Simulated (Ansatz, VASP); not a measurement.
GaN: VASP beside Ansatz

```xyz
2
Lattice="2.2135 2.2135 0.0000 -2.2135 2.2135 0.0000 0.0000 2.2135 2.2135" Properties=species:S:1:pos:R:3 pbc="T T T"
Ga    0.0000    0.0000    0.0000
N    -1.1067    3.3202    1.1067
```

Alike in both runs: task single point; functional PBEsol; k mesh 10 × 10 × 10; non-collinear spin, spin-orbit coupling.

|  | VASP | Ansatz |
| --- | --- | --- |
| version | VASP 6.6.1 | Ansatz 0.2.0 |
| potentials or method | VASP PAW PBE potentials, release 64 (Ga_d, N), cutoff 520 eV | all-electron LAPW |
| occupations | gaussian, width 0.01 eV | fixed |

Ansatz gave:

* pressure (GPa): 10.0

Question: Estimate VASP's values.

Answer: Pressure (GPa): 9.7.

VASP's potentials were made for PBE, not for PBEsol. Ansatz ran all-electron here, and VASP with PAW potentials.
